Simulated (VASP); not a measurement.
**HfO2: single point with PBEsol**

The system is HfO2.

```xyz
6
Lattice="4.8709 0.0000 0.0000 0.0000 4.8709 0.0000 0.0000 0.0000 3.2368" Properties=species:S:1:pos:R:3 pbc="T T T"
Hf    0.0000    0.0000    0.0000
Hf    2.4354    2.4354    1.6184
O     0.9497    3.9211    1.5751
O     1.4857    1.4857    0.0000
O     3.3852    3.3852    0.0000
O     3.9211    0.9497    1.6618
```

```
Program                : VASP 6.6.1
Task                   : single point
Functional             : PBEsol
Potentials or basis    : VASP PAW PBE potentials, release 64 (Hf_pv, O)
Cutoff                 : 520 eV
k mesh                 : 6 × 6 × 8
Occupations            : gaussian, width 0.05 eV
Spin                   : no spin polarisation
Dipole correction      : no
Further INCAR settings : ALGO = Normal; EDIFF = 1e-06; NBANDS = 31
```

| Quantity | Value |
| --- | --- |
| Pressure | -7.9 GPa |
| Largest force | 0.532 eV/Å |
| Band gap on the k mesh | 3.75 eV, direct |

Forces on the atoms (eV/Å):
```
Hf   0.000  0.000  0.000
Hf   0.000  0.000  0.000
O   -0.059  0.059  0.526
O    0.094  0.094  0.000
O   -0.094 -0.094  0.000
O    0.059 -0.059 -0.526
```

Stress tensor (GPa, compression positive):
```
-7.18 -0.11  1.20
-0.11 -7.18 -1.20
 1.20 -1.20 -9.30
```

Levels at points of the mesh, in eV from the valence-band top:
| k point | band 19 | band 20 | band 21 | band 22 | band 23 | band 24 | band 25 | band 26 |
| --- | --- | --- | --- | --- | --- | --- | --- | --- |
| (0.00, 0.00, 0.00) | -0.76 | -0.50 | -0.50 | 0.00 | 3.75 | 3.93 | 5.01 | 5.36 |
| (0.50, 0.00, 0.00) | -1.46 | -1.46 | -0.65 | -0.65 | 4.40 | 4.41 | 5.94 | 5.94 |
| (0.50, 0.50, 0.00) | -1.16 | -1.15 | -0.87 | -0.86 | 4.00 | 4.00 | 5.41 | 5.43 |
| (0.00, 0.00, 0.50) | -2.06 | -2.04 | -0.98 | -0.98 | 5.36 | 5.37 | 5.82 | 5.86 |
| (0.50, 0.00, 0.50) | -1.78 | -1.73 | -0.93 | -0.89 | 3.99 | 4.00 | 6.06 | 6.12 |
| (0.50, 0.50, 0.50) | -1.07 | -1.07 | -0.53 | -0.53 | 4.91 | 4.92 | 5.61 | 5.63 |

Wall time 2.7 min on 1 thread of Intel Xeon 6975P-C (shared host), peak memory 0.3 GiB.

Caveat: the PAW data sets were made with another functional, which shifts forces and pressure a little; spin-orbit coupling is left out, which moves the levels of the heavy elements. Expect the measured gap to be larger: semilocal functionals such as PBEsol lack the derivative discontinuity.
